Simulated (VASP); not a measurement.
# Cu (P6_3/mmc) in VASP: notebook, part 2 of 2

VASP 6.6.1. Earlier steps stand in the parts before.

## 3. Relaxation of cell and atoms, PBEsol

This run uses another cell than the first one, of 11.44 Å³/atom.

Contents of INCAR:

```
SYSTEM = Cu
ALGO     = Normal         ! electronic algorithm
EDIFF    = 1E-6           ! SCF threshold, eV
EDIFFG   = -0.005         ! ionic threshold
ENCUT    = 600            ! plane-wave cutoff, eV
GGA      = PS             ! functional
IBRION   = 2              ! ionic algorithm
ISIF     = 3              ! what is computed and relaxed
ISMEAR   = -1             ! smearing method
LASPH    = .TRUE.         ! aspherical terms in the spheres
LCHARG   = .FALSE.        ! write CHGCAR
LREAL    = .FALSE.        ! projectors in reciprocal space
LWAVE    = .FALSE.        ! write WAVECAR
NELM     = 60             ! most SCF steps
NSW      = 80             ! ionic steps
PREC     = Accurate       ! precision mode
SIGMA    = 0.05           ! smearing width, eV
```

Contents of KPOINTS:

```
k-points
0
G
  12 12 7
  0 0 0
```

Contents of POSCAR:

```
Cu
1.0
    2.5340966698      0.0000000000      0.0000000000
   -1.2670483349      2.1945920917      0.0000000000
    0.0000000000      0.0000000000      4.1125710000
Cu
2
Direct
    0.6666666667      0.3333333333      0.7500000000
    0.3333333333      0.6666666667      0.2500000000
```

Potentials or basis: VASP PAW PBE potentials, release 64 (Cu).

On the command line:

```
> cat potpaw_PBE.64/Cu/POTCAR > POTCAR
> mpirun -np 1 vasp_std > vasp.out
```

OUTCAR:

```text
SYSTEM = Cu
   EDIFF = 1E-6
   EDIFFG = -0.005
   ENCUT = 600
   GGA = PS
   IBRION = 2
   ISIF = 3
   ISMEAR = -1
   LASPH = .TRUE.
   LREAL = .FALSE.
   NELM = 60
   NSW = 80
   PREC = Accurate

 ion  position               nearest neighbor table
   1  0.667  0.333  0.750-   2 2.52   2 2.52   2 2.52   2 2.52   2 2.52   2 2.52
   2  0.333  0.667  0.250-   1 2.52   1 2.52   1 2.52   1 2.52   1 2.52   1 2.52

  LATTYP: Found a hexagonal cell.
 ALAT       =     2.5340966698
 C/A-ratio  =     1.6228942838

  Lattice vectors:

 A1 = (   2.5340966698,   0.0000000000,   0.0000000000)
 A2 = (  -1.2670483349,   2.1945920917,   0.0000000000)
 A3 = (   0.0000000000,   0.0000000000,   4.1125710000)

Analysis of symmetry for initial positions (statically):
=====================================================================
 Subroutine PRICEL returns:
 Original cell was already a primitive cell.

 Routine SETGRP: Setting up the symmetry group for a
 hexagonal supercell.

 Subroutine GETGRP returns: Found 24 space group operations
 (whereof 12 operations were pure point group operations)
 out of a pool of 24 trial point group operations.

The static configuration has the point symmetry D_3d.
 The point group associated with its full space group is D_6h.

Analysis of symmetry for dynamics (positions and initial velocities):
=====================================================================
 Subroutine PRICEL returns:
 Original cell was already a primitive cell.

 Routine SETGRP: Setting up the symmetry group for a
 hexagonal supercell.

 Subroutine GETGRP returns: Found 24 space group operations
 (whereof 12 operations were pure point group operations)
 out of a pool of 24 trial point group operations.

The dynamic configuration has the point symmetry D_3d.
 The point group associated with its full space group is D_6h.

 Subroutine INISYM returns: Found 24 space group operations
 (whereof 12 operations are pure point group operations),
[... 130 lines left out ...]
  volume of cell :       22.87
 maximum number of plane-waves:       774
   NGX = 11   NGY = 11   NGZ = 17

--------------------------------------- Ionic step        1  -------------------------------------------

 number of electron      21.9999991 magnetization

 Free energy of the ion-electron system (eV)
  ---------------------------------------------------
  ext. energy  EPLUGINS =         0.00000000
  ---------------------------------------------------
  free energy    TOTEN  =        -8.58730719 eV

  energy without entropy =       -8.57940311  energy(sigma->0) =       -8.58335515

------------------------ aborting loop because EDIFF is reached ----------------------------------------

  FORCE on cell =-STRESS in cart. coord.  units (eV):
  Direction    XX          YY          ZZ          XY          YZ          ZX
  --------------------------------------------------------------------------------------
  -------------------------------------------------------------------------------------
  Total       -0.1096636     -0.1096636     -0.0626638      0.0000000     -0.0000000      0.0000000
  in kB       -7.6821489     -7.6821489     -4.3897178      0.0000000     -0.0000000      0.0000000
  external PRESSURE =      -6.5846719 kB  Pullay stress =       0.0000000 kB
[... 167 lines left out ...]
--------------------------------------- Ionic step        6  -------------------------------------------

 number of electron      21.9999991 magnetization

 Free energy of the ion-electron system (eV)
  ---------------------------------------------------
  ext. energy  EPLUGINS =         0.00000000
  ---------------------------------------------------
  free energy    TOTEN  =        -8.58753002 eV

  energy without entropy =       -8.57957838  energy(sigma->0) =       -8.58355420

 E-fermi :   7.8064     XC(G=0): -13.1211

 val. band max:        7.7898468449   @ k =   0.3333   0.1667   0.2857
 cond. band min:       7.8367152644   @ k =   0.5000  -0.0000   0.0000
 fundamental gap:      0.0468684195
 Fermi energy:         7.8063994666

 k-point     1 :       0.0000    0.0000    0.0000
  band No.  band energies     occupation
      1      -1.8121      2.00000
      2       2.5644      2.00000
      3       4.7304      2.00000
      4       4.7840      2.00000
      5       4.7840      2.00000
      6       5.0084      2.00000
      7       5.0084      2.00000
      8       5.2933      2.00000
      9       5.2933      2.00000
     10       6.0959      2.00000
     11       6.0959      2.00000
     12       6.7487      2.00000
     13      11.8391      0.00000
     14      29.4383      0.00000
[... 401 lines left out ...]
      2       3.3412      2.00000
      3       3.6255      2.00000
      4       4.2314      2.00000
      5       4.7777      2.00000
      6       4.8674      2.00000
      7       5.1179      2.00000
      8       5.8386      2.00000
      9       5.8718      2.00000
     10       5.8981      2.00000
     11       6.1984      2.00000
     12      10.4960      0.00000
     13      14.8053      0.00000
     14      15.9223      0.00000
     15      21.3894      0.00000

 [... further k-points ...]
[... 5 lines left out ...]
  --------------------------------------------------------------------------------------
  -------------------------------------------------------------------------------------
  Total        0.0021294      0.0021294      0.0020036      0.0000000      0.0000000      0.0000000
  in kB        0.1497881      0.1497881      0.1409443      0.0000000      0.0000000      0.0000000
  external PRESSURE =       0.1468402 kB  Pullay stress =       0.0000000 kB
[... 17 lines left out ...]
  FREE ENERGIE OF THE ION-ELECTRON SYSTEM (eV)
  ---------------------------------------------------
  free  energy   TOTEN  =        -8.5875300160 eV

  energy  without entropy=       -8.5795783763  energy(sigma->0) =       -8.58355420

 reached required accuracy - stopping structural energy minimisation
```

Wall time 2.3 min (1 thread of Intel Xeon 8259CL, shared host); peak memory 0.17 GiB.

Results:

```
Free energy                           : -8.5875 eV
Relaxed volume                        : 11.39 Å³/atom
Relaxed cell                          : a = 2.529 Å, b = 2.529 Å, c = 4.113 Å, α = 90.00°, β = 90.00°, γ = 120.00°
Space group after relaxing (to 0.1 Å) : P6_3/mmc (No. 194)
Energy gained by relaxing             : 0.1 meV/atom
Ionic steps                           : 6
Pressure after relaxing               : 0.0 GPa
Band gap on the k mesh                : zero (bands 11 and 12 overlap by 5.96 eV)
```

The path:
```csv
step,energy change (eV),largest force (eV/Å),pressure (GPa),volume (Å³)
1,0.0000,0.0000,-0.66,22.87
2,-0.0001,0.0000,0.49,22.72
3,-0.0002,0.0000,0.02,22.78
4,-0.0002,0.0000,0.04,22.77
5,-0.0002,0.0000,0.02,22.78
6,-0.0002,0.0000,0.01,22.78
```

Final structure:
```xyz
2
Lattice="2.5287 0.0000 0.0000 -1.2644 2.1899 0.0000 0.0000 0.0000 4.1129" Properties=species:S:1:pos:R:3 pbc="T T T"
Cu    1.2644    0.7300    3.0847
Cu    0.0000    1.4600    1.0282
```

Levels at points of the mesh, in eV from the Fermi level:
```csv
k point,band 8,band 9,band 10,band 11,band 12,band 13,band 14,band 15
"(0.00, 0.00, 0.00)",-2.51,-2.51,-1.71,-1.71,-1.06,4.03,21.63,22.21
"(0.50, 0.00, 0.00)",-1.62,-1.56,-1.51,0.03,1.65,7.96,8.39,10.95
```

Caveat: the PAW data sets were made with another functional, which shifts forces and pressure a little.

## 4. Relaxation of cell and atoms, PBEsol, target pressure 5 GPa, at which the enthalpy is minimised

This run uses another cell than the first one, of 11.44 Å³/atom.

Contents of INCAR:

```
SYSTEM = Cu
PREC = Accurate ; ENCUT = 600
EDIFF = 1E-6 ; ISMEAR = -1
SIGMA = 0.05 ; LREAL = .False.
LASPH = .True. ; NELM = 60
ALGO = Normal ; ISIF = 3
LWAVE = .False. ; LCHARG = .False.
GGA = PS ; IBRION = 2
NSW = 80 ; EDIFFG = -0.005
PSTRESS = 50.0
```

Contents of KPOINTS:

```
Automatic mesh
0
Gamma
  12 12 7
  0 0 0
```

POSCAR is that of step 3.

On the command line:

```
> cat potpaw_PBE.64/Cu/POTCAR > POTCAR
> mpirun -np 1 vasp_std > vasp.out
```

It took 2.3 min on 1 thread of Intel Xeon 8259CL, shared host; peak memory 0.17 GiB.

It converged, with:

* Free energy: -8.5778 eV
* Relaxed volume: 11.07 Å³/atom
* Relaxed cell: a = 2.504 Å, b = 2.504 Å, c = 4.076 Å, α = 90.00°, β = 90.00°, γ = 120.00°
* Space group after relaxing (to 0.1 Å): P6_3/mmc (No. 194)
* Energy change on relaxing (the run minimises the enthalpy): +4.8 meV/atom
* Ionic steps: 8
* Pressure after relaxing: 5.0 GPa
* Band gap on the k mesh: zero (bands 11 and 12 overlap by 6.08 eV)

The path:
```
step  energy change (eV)  largest force (eV/Å)  pressure (GPa)  volume (Å³)
   1              0.0000                0.0000           -0.66        22.87
   2              0.0366                0.0000           10.24        21.56
   3              0.0095                0.0000            5.00        22.14
   4              0.0100                0.0000            5.03        22.12
   5              0.0100                0.0000            5.11        22.12
   6              0.0100                0.0000            5.16        22.12
   7              0.0089                0.0000            4.76        22.16
   8              0.0095                0.0000            5.05        22.13
```

Final structure:
```cif
data_structure
_symmetry_space_group_name_H-M 'P 1'
_symmetry_Int_Tables_number 1
_cell_length_a 2.5040
_cell_length_b 2.5040
_cell_length_c 4.0764
_cell_angle_alpha 90.000
_cell_angle_beta 90.000
_cell_angle_gamma 120.000
_cell_volume 22.13
loop_
_atom_site_label
_atom_site_type_symbol
_atom_site_fract_x
_atom_site_fract_y
_atom_site_fract_z
_atom_site_occupancy
Cu1 Cu 0.66667 0.33333 0.75000 1
Cu2 Cu 0.33333 0.66667 0.25000 1
```

Levels at points of the mesh, in eV from the Fermi level:
```csv
k point,band 7,band 8,band 9,band 10,band 11,band 12,band 13,band 14,band 15
"(0.00, 0.00, 0.00)",-2.88,-2.58,-2.58,-1.75,-1.75,-1.16,4.17,21.87,22.67
"(0.50, 0.00, 0.00)",-2.85,-1.65,-1.59,-1.54,0.03,1.71,8.09,8.55,11.12
```

Caveat: the cell is relaxed towards a set pressure, so the run minimises the enthalpy, not the energy; the PAW data sets were made with another functional, which shifts forces and pressure a little.

## 5. The runs side by side

```csv
task,cell,cutoff (eV),gap on the mesh (eV),pressure (GPa)
single point,"a = 2.524, b = 2.524, c = 4.108 Å, angles 90.0, 90.0, 120.0°, 2 atoms",520,none,0.7
relaxation of cell and atoms,"relaxed from a = 2.534, b = 2.534, c = 4.113 Å, angles 90.0, 90.0, 120.0°, 2 atoms",600,none,0.0
relaxation of cell and atoms,"relaxed to 5 GPa from a = 2.534, b = 2.534, c = 4.113 Å, angles 90.0, 90.0, 120.0°, 2 atoms",600,none,5.0
```

Alike in all rows: level PBEsol; potentials or basis VASP PAW PBE potentials, release 64 (Cu); no spin polarisation; k mesh 12 × 12 × 7; smearing fermi-dirac 0.05 eV.

Caveats: the PAW data sets were made with another functional, which shifts forces and pressure a little; the cell is relaxed towards a set pressure, so the run minimises the enthalpy, not the energy (at least some runs).

Total energies depend on the potentials used, so only differences within one code and one set of settings carry meaning.
